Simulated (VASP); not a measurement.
The system is TiO2.

```
CELL_PARAMETERS angstrom
4.69005 0.00000 0.00000
0.00000 4.69005 0.00000
0.00000 0.00000 3.01725
ATOMIC_POSITIONS crystal
Ti 0.00000 0.00000 0.50000
Ti 0.50000 0.50000 0.00000
O 0.30432 0.30432 0.50000
O 0.19568 0.80432 0.00000
O 0.80432 0.19568 0.00000
O 0.69568 0.69568 0.50000
```

Base run:

```yaml
Program: VASP 6.6.1
Functional: BLYP
Dispersion: D3(BJ)
Potentials_or_basis: VASP PAW PBE potentials, release 64 (Ti_sv, O)
Cutoff: 520 eV
k_mesh: 6 × 6 × 9
Occupations: fermi-dirac, width 0.05 eV
Spin: no spin polarisation
```

Its results: band gap on the k mesh 1.69 eV, direct; pressure -10.4 GPa; largest force 0.147 eV/Å.

Task: After a change of settings the same cell gave: band gap on the k mesh 1.72 eV, direct; pressure -11.3 GPa; largest force 0.200 eV/Å. Which change was it?
A. functional from BLYP to revPBE
B. functional from BLYP to PBE; dispersion from D3(BJ) to none
C. functional from BLYP to PBEsol; dispersion from D3(BJ) to none

Result: A.

Caveats: the PAW data sets were made with another functional, which shifts forces and pressure a little.
